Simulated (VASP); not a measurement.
# TaGe3Ru (P4mm) in VASP: notebook, part 3 of 3

VASP 6.6.1. Earlier steps stand in the parts before.

## 4. Relaxation of cell and atoms, PBE

INCAR reads:

```
PREC = Accurate ; ENCUT = 600
EDIFF = 1E-6 ; ISMEAR = 0
SIGMA = 0.1 ; LREAL = F
LASPH = T ; NELM = 60
ALGO = Normal ; ISIF = 3
LWAVE = F ; LCHARG = F
GGA = PE ; IBRION = 2
NSW = 90 ; EDIFFG = -0.04
```

KPOINTS reads:

```
regular mesh
0
Gamma
  6 6 4
```

POSCAR reads:

```
TaGe3Ru
1.0
    3.7087707267      0.0000000000      0.0000000000
    0.0000000000      3.7087707267      0.0000000000
    0.0000000000      0.0000000000      6.7787666151
Ta Ge Ru
1 3 1
Direct
    0.5000000000      0.5000000000      0.5303824257
    0.5000000000      0.0000000000      0.2274015917
    0.0000000000      0.5000000000      0.2274015917
    0.0000000000      0.0000000000      0.6335699458
    0.0000000000      0.0000000000      0.9894444351
```

Potentials or basis: VASP PAW PBE potentials, release 64 (Ta_pv, Ge_d, Ru_pv).

Command:

```console
> cat potpaw_PBE.64/Ta_pv/POTCAR potpaw_PBE.64/Ge_d/POTCAR potpaw_PBE.64/Ru_pv/POTCAR > POTCAR
> mpirun -np 1 vasp_std > vasp.out
```

OUTCAR:

```text
PREC = Accurate
   ENCUT = 600
   EDIFF = 1E-6
   ISMEAR = 0
   LREAL = F
   LASPH = T
   NELM = 60
   ISIF = 3
   GGA = PE
   IBRION = 2
   NSW = 90
   EDIFFG = -0.04

 ion  position               nearest neighbor table
   1  0.500  0.500  0.530-   4 2.71   4 2.71   4 2.71   4 2.71   3 2.77   3 2.77   2 2.77   2 2.77

   2  0.500  0.000  0.227-   5 2.46   5 2.46   3 2.62   3 2.62   3 2.62   3 2.62   1 2.77   1 2.77

   3  0.000  0.500  0.227-   5 2.46   5 2.46   2 2.62   2 2.62   2 2.62   2 2.62   1 2.77   1 2.77

   4  0.000  0.000  0.634-   5 2.41   1 2.71   1 2.71   1 2.71   1 2.71
   5  0.000  0.000  0.989-   4 2.41   3 2.46   2 2.46   3 2.46   2 2.46

  LATTYP: Found a simple tetragonal cell.
 ALAT       =     3.7087707267
 C/A-ratio  =     1.8277664258

  Lattice vectors:

 A1 = (   3.7087707267,   0.0000000000,   0.0000000000)
 A2 = (   0.0000000000,   3.7087707267,   0.0000000000)
 A3 = (   0.0000000000,   0.0000000000,   6.7787666151)

Analysis of symmetry for initial positions (statically):
=====================================================================
 Subroutine PRICEL returns:
 Original cell was already a primitive cell.

 Routine SETGRP: Setting up the symmetry group for a
 simple tetragonal supercell.

 Subroutine GETGRP returns: Found  8 space group operations
 (whereof  8 operations were pure point group operations)
 out of a pool of 16 trial point group operations.

The static configuration has the point symmetry C_4v.

Analysis of symmetry for dynamics (positions and initial velocities):
=====================================================================
 Subroutine PRICEL returns:
 Original cell was already a primitive cell.

 Routine SETGRP: Setting up the symmetry group for a
 simple tetragonal supercell.

[... 135 lines left out ...]
   GGA     = PE    functional components
   LHFCALC =     F    Hartree Fock is set to
   AEXX    =    0.0000 exact exchange contribution
   IVDW    =     0    specifies the selected vdW correction
   LEPSILON=     F    determine dielectric tensor
   LRPA    =     F    only Hartree local field effects (RPA)
 conjugate gradient relaxation of ions
 non-spin polarized calculation
 Gauss-broadening in eV      SIGMA  =   0.10
  energy-cutoff  :      600.00
  volume of cell :       93.24
 maximum number of plane-waves:      3143
 NGX is ok and might be reduce to    30
   NGX = 15   NGY = 15   NGZ = 27

--------------------------------------- Ionic step        1  -------------------------------------------

 number of electron      67.0000021 magnetization

 Free energy of the ion-electron system (eV)
  ---------------------------------------------------
  ext. energy  EPLUGINS =         0.00000000
  ---------------------------------------------------
  free energy    TOTEN  =       -33.61296388 eV

  energy without entropy =      -33.59965033  energy(sigma->0) =      -33.60630711

------------------------ aborting loop because EDIFF is reached ----------------------------------------

  FORCE on cell =-STRESS in cart. coord.  units (eV):
  Direction    XX          YY          ZZ          XY          YZ          ZX
  --------------------------------------------------------------------------------------
  -------------------------------------------------------------------------------------
  Total       -0.1803657     -0.1803657      0.6388489      0.0000000      0.0000000      0.0000000
  in kB       -3.0992300     -3.0992300     10.9773637      0.0000000      0.0000000      0.0000000
  external PRESSURE =       1.5929679 kB  Pullay stress =       0.0000000 kB
[... 143 lines left out ...]
--------------------------------------- Ionic step        5  -------------------------------------------

 number of electron      67.0000032 magnetization

 Free energy of the ion-electron system (eV)
  ---------------------------------------------------
  ext. energy  EPLUGINS =         0.00000000
  ---------------------------------------------------
  free energy    TOTEN  =       -33.61671101 eV

  energy without entropy =      -33.60147156  energy(sigma->0) =      -33.60909128

 E-fermi :   6.5660     XC(G=0): -11.4809

 val. band max:        6.5596853660   @ k =   0.5000   0.0000   0.2500
 cond. band min:       6.5983572221   @ k =   0.3333   0.3333   0.5000
 fundamental gap:      0.0386718561
 Fermi energy:         6.5659558429

 k-point     1 :       0.0000    0.0000    0.0000
  band No.  band energies     occupation
      1     -35.7569      2.00000
      2     -35.3370      2.00000
      3     -35.3370      2.00000
      4     -28.1320      2.00000
      5     -28.1122      2.00000
      6     -28.1122      2.00000
[... 1021 lines left out ...]
     39      10.1008      0.00000
     40      10.1130      0.00000

 [... further k-points ...]

------------------------ aborting loop because EDIFF is reached ----------------------------------------

  FORCE on cell =-STRESS in cart. coord.  units (eV):
  Direction    XX          YY          ZZ          XY          YZ          ZX
  --------------------------------------------------------------------------------------
  -------------------------------------------------------------------------------------
  Total        0.1483966      0.1483966      0.1790924      0.0000000      0.0000000      0.0000000
  in kB        2.5493582      2.5493582      3.0766916      0.0000000      0.0000000      0.0000000
  external PRESSURE =       2.7251360 kB  Pullay stress =       0.0000000 kB
[... 20 lines left out ...]
  FREE ENERGIE OF THE ION-ELECTRON SYSTEM (eV)
  ---------------------------------------------------
  free  energy   TOTEN  =       -33.6167110101 eV

  energy  without entropy=      -33.6014715591  energy(sigma->0) =      -33.60909128

 reached required accuracy - stopping structural energy minimisation
```

Wall time 3.2 min (1 thread of Intel Xeon 6975P-C (Granite Rapids), shared host); peak memory 0.31 GiB.

What came out:

* Free energy: -33.6167 eV
* Relaxed volume: 18.65 Å³/atom
* Relaxed cell: a = 3.698 Å, b = 3.698 Å, c = 6.822 Å, α = 90.00°, β = 90.00°, γ = 90.00°
* Space group after relaxing (to 0.1 Å): P4mm (No. 99)
* Energy gained by relaxing: 0.7 meV/atom
* Ionic steps: 5
* Pressure after relaxing: 0.3 GPa
* Largest force after relaxing: 0.032 eV/Å
* Band gap on the k mesh: zero (an odd number of electrons rules out a gap without spin polarisation)

Forces in eV/Å, atoms in the order of the input:
```
Ta   0.000  0.000 -0.025
Ge   0.000  0.000  0.012
Ge   0.000  0.000  0.012
Ge   0.000  0.000  0.032
Ru   0.000  0.000 -0.031
```

Step by step:
| step | energy change (eV) | largest force (eV/Å) | pressure (GPa) | volume (Å³) |
| --- | --- | --- | --- | --- |
| 1 | 0.0000 | 0.2222 | 0.16 | 93.24 |
| 2 | -0.0029 | 0.1187 | -0.09 | 93.49 |
| 3 | -0.0033 | 0.0627 | -0.06 | 93.43 |
| 4 | -0.0036 | 0.0490 | 0.10 | 93.36 |
| 5 | -0.0037 | 0.0323 | 0.27 | 93.26 |

Final structure:
```
Ta Ge Ru
1.0
     3.69752    0.00000    0.00000
     0.00000    3.69752    0.00000
     0.00000    0.00000    6.82155
Ta Ge Ru
1 3 1
Direct
  0.50000 0.50000 0.53004
  0.50000 0.00000 0.22679
  0.00000 0.50000 0.22679
  0.00000 0.00000 0.63379
  0.00000 0.00000 0.99079
```

Levels at points of the mesh, in eV from the Fermi level:
| k point | band 31 | band 32 | band 33 | band 34 | band 35 | band 36 |
| --- | --- | --- | --- | --- | --- | --- |
| (0.00, 0.00, 0.00) | -0.50 | -0.33 | -0.33 | 0.18 | 0.18 | 0.93 |
| (0.50, 0.00, 0.00) | -1.62 | -1.28 | -0.23 | -0.13 | 1.26 | 1.54 |
| (0.50, 0.50, 0.00) | -2.22 | -1.21 | -0.39 | 0.60 | 0.60 | 1.05 |
| (0.00, 0.00, 0.50) | -0.99 | -0.99 | -0.50 | 1.04 | 1.30 | 1.40 |
| (0.50, 0.00, 0.50) | -1.39 | -0.93 | -0.79 | 0.12 | 0.61 | 1.25 |
| (0.50, 0.50, 0.50) | -1.71 | -0.97 | -0.39 | 0.79 | 0.79 | 0.98 |

Caveat: spin-orbit coupling is left out, which moves the levels of the heavy elements.

## 5. Single point, PBE

INCAR reads:

```
SYSTEM = TaGe3Ru
PREC = Accurate
ENCUT = 520
EDIFF = 1E-6
ISMEAR = 0
SIGMA = 0.1
LREAL = .FALSE.
LASPH = .TRUE.
NELM = 100
ALGO = Normal
ISIF = 2
LWAVE = .FALSE.
LCHARG = .FALSE.
GGA = PE
NBANDS = 42
```

KPOINTS reads:

```
Automatic mesh
0
G
  10 10 6
  0 0 0
```

POSCAR reads:

```
TaGe3Ru
1.0
    3.6827594460      0.0000000000      0.0000000000
    0.0000000000      3.6827594460      0.0000000000
    0.0000000000      0.0000000000      6.8973433732
Ta Ge Ru
1 3 1
Direct
    0.5000000000      0.5000000000      0.5271617766
    0.5000000000      0.0000000000      0.2262165334
    0.0000000000      0.5000000000      0.2262165334
    0.0000000000      0.0000000000      0.6371068072
    0.0000000000      0.0000000000      0.9914983394
```

Command:

```console
> cat potpaw_PBE.64/Ta_pv/POTCAR potpaw_PBE.64/Ge_d/POTCAR potpaw_PBE.64/Ru_pv/POTCAR > POTCAR
> mpirun -np 1 vasp_std > vasp.out
```

Wall time 2 min (1 thread of Intel Xeon 6975P-C (Granite Rapids), shared host); peak memory 0.41 GiB.

The run converged. Its results:

```yaml
Free_energy: -33.6125 eV
Pressure: 0.1 GPa
Largest_force: 0.027 eV/Å
Band_gap_on_the_k_mesh: zero (an odd number of electrons rules out a gap without spin polarisation)
```

Forces in eV/Å, atoms in the order of the input:
```
Ta   0.000  0.000 -0.003
Ge   0.000  0.000  0.015
Ge   0.000  0.000  0.015
Ge   0.000  0.000  0.000
Ru   0.000  0.000 -0.027
```

Levels at points of the mesh, in eV from the Fermi level:
```tsv
k point	band 29	band 30	band 31	band 32	band 33	band 34	band 35	band 36	band 37	band 38
(0.00, 0.00, 0.00)	-2.43	-0.87	-0.48	-0.29	-0.29	0.20	0.20	0.96	1.12	3.62
(0.50, 0.00, 0.00)	-1.92	-1.63	-1.61	-1.30	-0.20	-0.10	1.22	1.48	2.17	3.30
(0.50, 0.50, 0.00)	-2.44	-2.27	-2.27	-1.22	-0.35	0.62	0.62	1.07	1.66	2.36
(0.00, 0.00, 0.50)	-2.62	-1.08	-0.97	-0.97	-0.47	1.12	1.30	1.44	1.44	2.48
(0.50, 0.00, 0.50)	-1.71	-1.58	-1.33	-0.93	-0.77	0.13	0.62	1.23	2.37	2.70
(0.50, 0.50, 0.50)	-2.41	-2.41	-1.70	-1.01	-0.35	0.75	0.75	0.94	2.24	2.44
```

Caveat: spin-orbit coupling is left out, which moves the levels of the heavy elements.

## 6. Summary

```tsv
task	cell	k mesh	cutoff (eV)	gap on the mesh (eV)	pressure (GPa)	relaxed volume (Å³/atom)	largest force (eV/Å)
single point	a = 3.697, b = 3.697, c = 6.835 Å, 5 atoms, atomic positions A	6 × 6 × 4	520	none	0.1	-	0.03
relaxation of cell and atoms	relaxed from a = 4.018, b = 4.018, c = 5.398 Å, 5 atoms, atomic positions B	4 × 4 × 4	600	none	0.0	18.67	0.03
relaxation of cell and atoms	relaxed from a = 3.709, b = 3.709, c = 6.779 Å, 5 atoms, atomic positions C	6 × 6 × 4	600	none	0.3	18.65	0.03
single point	a = 3.683, b = 3.683, c = 6.897 Å, 5 atoms, atomic positions D	10 × 10 × 6	520	none	0.1	-	0.03
```

Alike in all rows: level PBE; potentials or basis VASP PAW PBE potentials, release 64 (Ta_pv, Ge_d, Ru_pv); no spin polarisation; smearing gaussian 0.1 eV.

Caveats: some runs use coarse meshes; spin-orbit coupling is left out, which moves the levels of the heavy elements; a cell axis changed by over 15 % at a fixed basis, so the end point is rough (at least some runs).

Total energies depend on the potentials used, so only differences within one code and one set of settings carry meaning.
